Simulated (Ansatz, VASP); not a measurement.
**Two plane-wave programs on NiI**

The input INCAR:

```
SYSTEM = NiI
ALGO = Normal
EDIFF = 1E-6
ENCUT = 520
GGA = PE
ISIF = 2
ISMEAR = -1
ISPIN = 2
LASPH = .True.
LCHARG = .True.
LELF = .True.
LMAXMIX = 4
LORBIT = 11
LREAL = .False.
LVHAR = .True.
LWAVE = .False.
MAGMOM = 0 0 1 1
NBANDS = 29
NELM = 150
PREC = Accurate
SIGMA = 0.05
```

Contents of KPOINTS:

```
k-points
0
Gamma
  8 8 4
  0 0 0
```

The input POSCAR:

```
NiI
1.0
    3.9727491403      0.0000000000      0.0000000000
   -1.9863745702      3.4405016784      0.0000000000
    0.0000000000      0.0000000000      6.7321976955
I Ni
2 2
Direct
    0.6666666667      0.3333333333      0.5051870000
    0.3333333333      0.6666666667      0.0051870000
    0.6666666667      0.3333333333      0.8698150000
    0.3333333333      0.6666666667      0.3698150000
```

The input input.yaml:

```yaml
crystal:
  lattice:
    - [3.9727491403, 0.0, 0.0]
    - [-1.9863745702, 3.4405016784, 0.0]
    - [0.0, 0.0, 6.7321976955]
  atoms:
    - { symbol: I, position: [0.6666666667, 0.3333333333, 0.505187] }
    - { symbol: I, position: [0.3333333333, 0.6666666667, 0.005187] }
    - { symbol: Ni, position: [0.6666666667, 0.3333333333, 0.869815], spin: 1.0 }
    - { symbol: Ni, position: [0.3333333333, 0.6666666667, 0.369815], spin: 1.0 }
hamiltonian:
  xc: pbe
  pseudopotentials: { kind: paw }
magnetization:
  spin_polarized: true
kpoints:
  mp_grid: { grid: [8, 8, 4] }
scf:
  occupations: { method: fermi_dirac, width: 0.05 }
output:
  forces: true
  stress: true
  eigenvalues: true
```

Alike in both runs: task single point; functional PBE; k mesh 8 × 8 × 4; occupations fermi-dirac, width 0.05 eV; collinear spin.

```csv
,VASP,Ansatz
version,VASP 6.6.1,Ansatz 0.2.0
potentials or method,"VASP PAW PBE potentials, release 64 (I, Ni)",Ansatz PAW
plane-wave cutoff (eV),520,420
valence electrons in the cell,34,70
```

```tsv
	VASP	Ansatz	Ansatz less VASP
gap on the k mesh at the Fermi level (eV)	none	none	-
pressure (GPa)	4.6	4.6	+0.02
traceless stress, the component that is largest in VASP (GPa)	0.21	0.21	-0.005
rms of the force components (eV/Å)	0.004	0.004	+0.0004
net moment per atom (μB)	0.00	0.00	0.000
```

Atom by atom the forces differ by 0.000 eV/Å (rms over components). A gap of «none» marks a metal or a gap that the smearing closes. VASP's potentials hold 34 valence electrons a cell and Ansatz's 70, so a difference there can come from the potentials and not from the codes.

Neither program's run includes spin-orbit coupling.
